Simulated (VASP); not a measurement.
Input of a VASP 6.6.1 run:

The input POSCAR:

```
Al2O3
1.0
    3.2588811475      0.0000000000      0.0000000000
   -1.6294405738      2.8222738617      0.0000000000
    0.0000000000      0.0000000000      8.1806068824
Al O
2 3
Direct
    0.0000000000      0.0000000000      0.2779510000
    0.0000000000      0.0000000000      0.7220490000
    0.3333333333      0.6666666667      0.1994540000
    0.6666666667      0.3333333333      0.8005460000
    0.0000000000      0.0000000000      0.5000000000
```

File INCAR.step1:

```
PREC = Accurate
ENCUT = 520
ISMEAR = 0
SIGMA = 0.05
LREAL = False
LASPH = True
NELM = 100
NBANDS = 20
GGA = PE
ALGO = Normal
EDIFF = 1E-4
LWAVE = True
LCHARG = False
```

File INCAR.step2:

```
PREC = Accurate
ENCUT = 520
EDIFF = 1E-6
ISMEAR = 0
SIGMA = 0.05
LREAL = False
LASPH = True
NELM = 100
ALGO = Normal
ISIF = 2
LWAVE = False
LCHARG = True
METAGGA = R2SCAN
LMIXTAU = True
LELF = True
LVHAR = True
NBANDS = 20
ISTART = 1
```

File KPOINTS:

```
Automatic mesh
0
Gamma
  12 12 4
```

Potentials or basis: VASP PAW PBE potentials, release 64 (Al, O).

Launch:

```console
$ cat potpaw_PBE.64/Al/POTCAR potpaw_PBE.64/O/POTCAR > POTCAR
$ cp INCAR.step1 INCAR
$ mpirun -np 1 vasp_std > vasp.out
$ cp INCAR.step2 INCAR
$ mpirun -np 1 vasp_std > vasp.out
```

(1) Predict the band gap on the k mesh.

(2) What does it give for the pressure?

Results:

(1) 1.38 eV, direct.

(2) -28.1 GPa.

Caveat: the cell differs from its parent crystal (strain +0.080 along x and y, +0.080 along z); the PAW data sets were made with another functional, which shifts forces and pressure a little.
